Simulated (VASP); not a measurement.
# Al12HO in VASP: relaxation of the atoms with PBE+D3(BJ)

Aim: the relaxation of the atoms of Al12HO with PBE+D3(BJ).

Program: VASP 6.6.1. These are calculated values, not measurements. Logs are shortened: lines on timing, memory, paths and dates and some standing lists are left out, and cuts for length are marked.

## (1) The cell of the first run

The cell holds a slab with vacuum, 14 atoms: a = 5.728 Å, b = 5.728 Å, c = 17.677 Å, α = 90.00°, β = 90.00°, γ = 60.00°.

## (2) Relaxation of the atoms, PBE+D3(BJ)

The input, INCAR:

```
  PREC = Accurate
  ENCUT = 520
  EDIFF = 1E-6
  ISMEAR = 0
  SIGMA = 0.1
  LREAL = F
  LASPH = T
  NELM = 80
  ALGO = Normal
  ISIF = 2
  LWAVE = F
  LCHARG = F
  GGA = PE
  IVDW = 12
  IBRION = 2
  NSW = 80
  EDIFFG = -0.03
```

The input, KPOINTS:

```
regular mesh
0
Gamma
  3 3 1
```

The input, POSCAR:

```
Al12HO
1.0
    5.7275650000      0.0000000000      0.0000000000
    2.8637820000      4.9602170000      0.0000000000
    0.0000000000      0.0000000000     17.6765370000
Al O H
12 1 1
Selective dynamics
Direct
    0.1666666800      0.1666666600      0.0565721700  F F F
    0.6666666800      0.1666666600      0.0565721700  F F F
    0.1666667400      0.6666666300      0.0565721700  F F F
    0.6666667300      0.6666666300      0.0565721700  F F F
   -0.1666666300      0.3333333200      0.1888530900  T T T
    0.3333333700      0.3333333200      0.1888530900  T T T
   -0.1666665700      0.8333332900      0.1888530900  T T T
    0.3333334200      0.8333332900      0.1888530900  T T T
    0.0000000000      0.0000000000      0.3211340100  T T T
    0.4999999900      0.0000000000      0.3211340100  T T T
    0.0000000500      0.4999999700      0.3211340100  T T T
    0.5000000500      0.4999999700      0.3211340100  T T T
    0.7500000200      0.2499999900      0.3935463800  T T T
    1.3333333000     -0.1666666600      0.3035966400  T T T
```

Potentials or basis: VASP PAW PBE potentials, release 64 (Al, O, H).

Launch:

```
> cat potpaw_PBE.64/Al/POTCAR potpaw_PBE.64/O/POTCAR potpaw_PBE.64/H/POTCAR > POTCAR
> mpirun -np 1 vasp_std > vasp.out
```

OUTCAR:

```text
PREC = Accurate
   ENCUT = 520
   EDIFF = 1E-6
   ISMEAR = 0
   LREAL = F
   LASPH = T
   NELM = 80
   ISIF = 2
   GGA = PE
   IVDW = 12
   IBRION = 2
   NSW = 80
   EDIFFG = -0.03
 IVDW          = 12

 ion  position               nearest neighbor table
   1  0.167  0.167  0.057-   5 2.86   3 2.86   3 2.86   6 2.86   4 2.86   2 2.86   2 2.86   8 2.86
                             4 2.86
   2  0.667  0.167  0.057-   4 2.86   6 2.86   3 2.86   5 2.86   4 2.86   1 2.86   1 2.86   7 2.86
                             3 2.86
   3  0.167  0.667  0.057-   6 2.86   4 2.86   7 2.86   8 2.86   2 2.86   1 2.86   1 2.86   4 2.86
                             2 2.86
   4  0.667  0.667  0.057-   2 2.86   5 2.86   3 2.86   8 2.86   1 2.86   2 2.86   7 2.86   3 2.86
                             1 2.86
   5  0.833  0.333  0.189-  11 2.86   4 2.86   1 2.86   7 2.86   7 2.86   9 2.86  12 2.86   2 2.86
                             8 2.86   6 2.86   6 2.86   8 2.86
   6  0.333  0.333  0.189-  12 2.86   8 2.86   3 2.86   2 2.86   7 2.86  10 2.86  11 2.86   1 2.86
                             8 2.86   5 2.86   5 2.86   7 2.86
   7  0.833  0.833  0.189-   9 2.86   8 2.86   3 2.86   6 2.86   5 2.86   5 2.86  11 2.86   4 2.86
                             8 2.86   2 2.86  10 2.86   6 2.86
   8  0.333  0.833  0.189-  14 2.03  10 2.86   6 2.86   7 2.86   4 2.86   3 2.86  12 2.86   5 2.86
                             6 2.86   7 2.86   1 2.86   9 2.86   5 2.86
   9  0.000  0.000  0.321-  14 1.68  13 1.92   7 2.86  11 2.86  10 2.86   5 2.86  12 2.86  11 2.86
                            10 2.86   8 2.86  12 2.86
  10  0.500  0.000  0.321-  14 1.68   8 2.86   9 2.86  11 2.86  12 2.86  12 2.86   6 2.86   9 2.86
                             7 2.86  11 2.86
  11  0.000  0.500  0.321-   5 2.86   9 2.86  10 2.86   7 2.86   6 2.86   9 2.86  12 2.86  12 2.86
                            10 2.86
  12  0.500  0.500  0.321-  14 1.68  13 1.92   6 2.86  10 2.86  10 2.86   8 2.86   5 2.86   9 2.86
                            11 2.86  11 2.86   9 2.86
  13  0.750  0.250  0.394-  12 1.92   9 1.92
  14  0.333  0.833  0.304-   9 1.68  10 1.68  12 1.68   8 2.03

  LATTYP: Found a hexagonal cell.
 ALAT       =     5.7275649303
 C/A-ratio  =     3.0862220185

  Lattice vectors:

 A1 = (  -2.8637820000,  -4.9602170000,   0.0000000000)
 A2 = (   5.7275650000,   0.0000000000,   0.0000000000)
 A3 = (   0.0000000000,   0.0000000000,  17.6765370000)

Analysis of symmetry for initial positions (statically):
=====================================================================
 Subroutine PRICEL returns:
 Original cell was already a primitive cell.

 Routine SETGRP: Setting up the symmetry group for a
 hexagonal supercell.

 Subroutine GETGRP returns: Found  2 space group operations
 (whereof  1 operations were pure point group operations)
 out of a pool of 24 trial point group operations.

The static configuration has the point symmetry C_1 .
 The point group associated with its full space group is C_1h.

Analysis of symmetry for dynamics (positions and initial velocities):
=====================================================================
 Subroutine PRICEL returns:
 Original cell was already a primitive cell.

 Routine SETGRP: Setting up the symmetry group for a
 hexagonal supercell.

 Subroutine GETGRP returns: Found  2 space group operations
 (whereof  1 operations were pure point group operations)
 out of a pool of 24 trial point group operations.

The dynamic configuration has the point symmetry C_1 .
 The point group associated with its full space group is C_1h.

Analysis of constrained symmetry for selective dynamics:
=====================================================================
 Subroutine PRICEL returns:
 Original cell was already a primitive cell.

 Routine SETGRP: Setting up the symmetry group for a
 hexagonal supercell.

 Subroutine GETGRP returns: Found  2 space group operations
 (whereof  1 operations were pure point group operations)
 out of a pool of 24 trial point group operations.

The constrained configuration has the point symmetry C_1 .
 The point group associated with its full space group is C_1h.

 Subroutine INISYM returns: Found  2 space group operations
 (whereof  1 operations are pure point group operations),
 and found     1 'primitive' translations

----------------------------------------------------------------------------------------

                                     Primitive cell

  volume of cell :     502.1898

  direct lattice vectors                    reciprocal lattice vectors
     5.727565000  0.000000000  0.000000000     0.174594265 -0.100802024  0.000000000
     2.863782000  4.960217000  0.000000000     0.000000000  0.201604083  0.000000000
     0.000000000  0.000000000 17.676537000     0.000000000  0.000000000  0.056572167

  length of vectors
     5.727565000  5.727564930 17.676537000     0.201604081  0.201604083  0.056572167

  position of ions in fractional coordinates (direct lattice)
     0.166666680  0.166666660  0.056572170
     0.666666680  0.166666660  0.056572170
     0.166666740  0.666666630  0.056572170
     0.666666730  0.666666630  0.056572170
     0.833333370  0.333333320  0.188853090
     0.333333370  0.333333320  0.188853090
     0.833333430  0.833333290  0.188853090
     0.333333420  0.833333290  0.188853090
     0.000000000  0.000000000  0.321134010
     0.499999990  0.000000000  0.321134010
     0.000000050  0.499999970  0.321134010
     0.500000050  0.499999970  0.321134010
     0.750000020  0.249999990  0.393546380
     0.333333300  0.833333340  0.303596640

  ion indices of the primitive-cell ions
   primitive index   ion index
                 1           1
                 2           2
                 3           3
                 4           4
                 5           5
                 6           6
                 7           7
                 8           8
                 9           9
                10          10
                11          11
                12          12
                13          13
                14          14

----------------------------------------------------------------------------------------

 KPOINTS: regular mesh

Automatic generation of k-mesh.
 Grid dimensions read from file:
 generate k-points for:    3    3    1

 Generating k-lattice:

  Cartesian coordinates                     Fractional coordinates (reciprocal lattice)
     0.058198088 -0.033600675  0.000000000     0.333333333  0.000000000  0.000000000
     0.000000000  0.067201361  0.000000000     0.000000000  0.333333333  0.000000000
     0.000000000  0.000000000  0.056572167     0.000000000  0.000000000  1.000000000

  Length of vectors
     0.067201360  0.067201361  0.056572167

  Shift w.r.t. Gamma in fractional coordinates (k-lattice)
     0.000000000  0.000000000  0.000000000

 Subroutine IBZKPT returns following result:
 ===========================================

 Found      4 irreducible k-points:

 Following reciprocal coordinates:
            Coordinates               Weight
  0.000000  0.000000  0.000000      1.000000
  0.333333  0.000000  0.000000      4.000000
  0.333333  0.333333  0.000000      2.000000
 -0.333333  0.333333  0.000000      2.000000
   k-points           NKPTS =      4   k-points in BZ     NKDIM =      4   number of bands    NBANDS=     29
   number of dos      NEDOS =    301   number of ions     NIONS =     14
   total plane-waves  NPLWV = 322560
   dimension x,y,z NGX =    48 NGY =   48 NGZ =  140
   dimension x,y,z NGXF=    96 NGYF=   96 NGZF=  280
   ions per type =              12   1   1
   NGX,Y,Z   is equivalent  to a cutoff of  13.93, 13.93, 13.17 a.u.
   NGXF,Y,Z  is equivalent  to a cutoff of  27.86, 27.86, 26.33 a.u.
 SYSTEM =  unknown system
   PREC   = accura    normal or accurate (medium, high low for compatibility)
   ISTART =      0    job   : 0-new  1-cont  2-samecut
   ICHARG =      2    charge: 1-file 2-atom 10-const
   ISPIN  =      1    spin polarized calculation?
   LNONCOLLINEAR =      F non collinear calculations
   LSORBIT =      F    spin-orbit coupling
   LASPH  =      T    aspherical Exc in radial PAW
   ENCUT  =  520.0 eV  38.22 Ry    6.18 a.u.  10.65 10.65 32.87*2*pi/ulx,y,z
   NELM   =     80;   NELMIN=  2; NELMDL= -5     # of ELM steps
   EDIFF  = 0.1E-05   stopping-criterion for ELM
   LREAL  =      F    real-space projection
   EDIFFG = -.3E-01   stopping-criterion for IOM
   NSW    =     80    number of steps for IOM
   IBRION =      2    ionic relax: 0-MD 1-quasi-New 2-CG
   NFREE  =      1    steps in history (QN), initial steepest desc. (CG)
   ISIF   =      2    stress and relaxation
   ISYM   =      2    0-nonsym 1-usesym 2-fastsym
   POTIM  = 0.5000    time-step for ionic-motion
   TEBEG  =    0.0;   TEEND  =   0.0 temperature during run
   PSTRESS=    0.0 pullay stress
   NELECT =      43.0000    total number of electrons
   NUPDOWN=      -1.0000    fix difference up-down
   EMIN   =  10.00;   EMAX   =-10.00  energy-range for DOS
   EFERMI =   0.00;   METHOD = LEGACY
   ISMEAR =     0;   SIGMA  =   0.10  broadening in eV -4-tet -1-fermi 0-gaus
   EFERMI_NEDOS =   21; number of points for ismear=-14 and -15
   IALGO  =     38    algorithm
   IMIX   =      4    mixing-type and parameters
     AMIX     =   0.40;   BMIX     =  1.00
     AMIX_MAG =   1.60;   BMIX_MAG =  1.00
  volume/ion in A,a.u.               =      35.87       242.07
  Fermi-wavevector in a.u.,A,eV,Ry     =   0.721564  1.363559  7.083941  0.520655
  Thomas-Fermi vector in A             =   1.811304
   LORBIT       =      0    0 simple, 1 ext, 2 COOP (PROOUT), +10 PAW based schemes
   GGA     = PE    functional components
   LHFCALC =     F    Hartree Fock is set to
   AEXX    =    0.0000 exact exchange contribution
   IVDW    =    12    specifies the selected vdW correction
   LEPSILON=     F    determine dielectric tensor
   LRPA    =     F    only Hartree local field effects (RPA)
 conjugate gradient relaxation of ions
 non-spin polarized calculation
 Gauss-broadening in eV      SIGMA  =   0.10
  energy-cutoff  :      520.00
  volume of cell :      502.19
 maximum number of plane-waves:     13577
 NGX is ok and might be reduce to    42
   NGX = 21   NGY = 21   NGZ = 65

--------------------------------------- Ionic step        1  -------------------------------------------

 number of electron      43.0000000 magnetization

 Free energy of the ion-electron system (eV)
  ---------------------------------------------------
  ext. energy  EPLUGINS =         0.00000000
  ---------------------------------------------------
  free energy    TOTEN  =       -52.56053567 eV

  energy without entropy =      -52.53946314  energy(sigma->0) =      -52.54999940

------------------------ aborting loop because EDIFF is reached ----------------------------------------

 Edisp (eV)   -2.94379

 E8    (eV) :    -1.3441
[... 141 lines left out ...]
  FREE ENERGIE OF THE ION-ELECTRON SYSTEM (eV)
  ---------------------------------------------------
  free  energy   TOTEN  =       -55.8833003306 eV

  energy  without entropy=      -55.8644425085  energy(sigma->0) =      -55.87387142

[... ionic steps 4 to 38 ...]

--------------------------------------- Ionic step       39  -------------------------------------------

 number of electron      42.9999998 magnetization

------------------------ aborting loop because EDIFF is reached ----------------------------------------
[... 99 lines left out ...]
--------------------------------------- Ionic step       41  -------------------------------------------

 number of electron      42.9999998 magnetization

 Free energy of the ion-electron system (eV)
  ---------------------------------------------------
  ext. energy  EPLUGINS =         0.00000000
  ---------------------------------------------------
  free energy    TOTEN  =       -54.09814329 eV

  energy without entropy =      -54.03699220  energy(sigma->0) =      -54.06756775

 E-fermi :   0.9619     XC(G=0):  -5.1471

 val. band max:        0.9473586912   @ k =   0.3333   0.0000   0.0000
 cond. band min:       1.2672251405   @ k =   0.3333   0.3333   0.0000
 fundamental gap:      0.3198664494
 Fermi energy:         0.9618742154

 k-point     1 :       0.0000    0.0000    0.0000
  band No.  band energies     occupation
      1     -19.2576      2.00000
      2      -9.8583      2.00000
      3      -8.2530      2.00000
      4      -5.9694      2.00000
      5      -5.9590      2.00000
      6      -5.7774      2.00000
[... 162 lines left out ...]
  FREE ENERGIE OF THE ION-ELECTRON SYSTEM (eV)
  ---------------------------------------------------
  free  energy   TOTEN  =       -57.0414699255 eV

  energy  without entropy=      -56.9803188317  energy(sigma->0) =      -57.01089438

 reached required accuracy - stopping structural energy minimisation
```

It took 49 min on 1 thread of Intel Xeon Platinum 8488C (Sapphire Rapids), shared host; peak memory 0.74 GiB.

What came out:

```
Free energy                : -57.0415 eV
Energy gained by relaxing  : 109.8 meV/atom
Ionic steps                : 41
Band gap on the k mesh     : zero (an odd number of electrons rules out a gap without spin polarisation)
Dispersion energy per atom : -0.210 eV
```

The path:
| step | energy change (eV) | largest force on free atoms (eV/Å) | pressure (GPa) |
| --- | --- | --- | --- |
| 1 | 0.0000 | 2.4601 | -1.48 |
| 3 | -0.3790 | 0.5759 | -0.96 |
| 5 | -0.4935 | 0.6232 | -0.90 |
| 7 | -0.7112 | 0.9525 | -0.84 |
| 9 | -0.9410 | 1.3654 | -0.81 |
| 11 | -1.0180 | 1.1917 | -0.93 |
| 13 | -1.0615 | 1.1484 | -0.87 |
| 15 | -1.1842 | 1.0283 | -0.94 |
| 17 | -1.3891 | 1.0375 | -0.91 |
| 19 | -1.4404 | 0.3593 | -1.11 |
| 21 | -1.4661 | 0.3276 | -1.24 |
| 23 | -1.4833 | 0.5461 | -1.33 |
| 25 | -1.5123 | 0.1608 | -1.28 |
| 27 | -1.5188 | 0.1181 | -1.30 |
| 29 | -1.5229 | 0.1008 | -1.29 |
| 31 | -1.5265 | 0.1102 | -1.27 |
| 33 | -1.5308 | 0.1003 | -1.27 |
| 35 | -1.5346 | 0.0585 | -1.24 |
| 37 | -1.5356 | 0.0399 | -1.23 |
| 39 | -1.5365 | 0.0327 | -1.24 |
| 41 | -1.5371 | 0.0200 | -1.24 |

Final structure:
```
Al O H
1.0
     5.72757    0.00000    0.00000
     2.86378    4.96022    0.00000
     0.00000    0.00000   17.67654
Al O H
12 1 1
Direct
  0.16667 0.16667 0.05657
  0.66667 0.16667 0.05657
  0.16667 0.66667 0.05657
  0.66667 0.66667 0.05657
  0.83406 0.33406 0.18869
  0.34119 0.33206 0.18869
  0.83206 0.84119 0.18869
  0.33317 0.83317 0.17793
  0.01170 0.00187 0.32902
  0.50289 0.00289 0.32805
  0.00415 0.50415 0.31332
  0.50187 0.51170 0.32902
  0.67192 0.17192 0.37323
  0.33838 0.83838 0.27314
```

Levels at points of the mesh, in eV from the Fermi level:
| k point | band 18 | band 19 | band 20 | band 21 | band 22 | band 23 | band 24 | band 25 | band 26 | band 27 |
| --- | --- | --- | --- | --- | --- | --- | --- | --- | --- | --- |
| (0.00, 0.00, 0.00) | -2.41 | -2.38 | -1.69 | -0.53 | -0.44 | -0.42 | 0.36 | 0.71 | 0.71 | 1.16 |

Caveat: the k points lie up to 0.42 Å⁻¹ apart, too coarse for converged energies and pressures of a metal; there is no dipole correction, which matters where the two faces differ.

The gap in the log of VASP goes by the Fermi energy; the results here count the filled bands.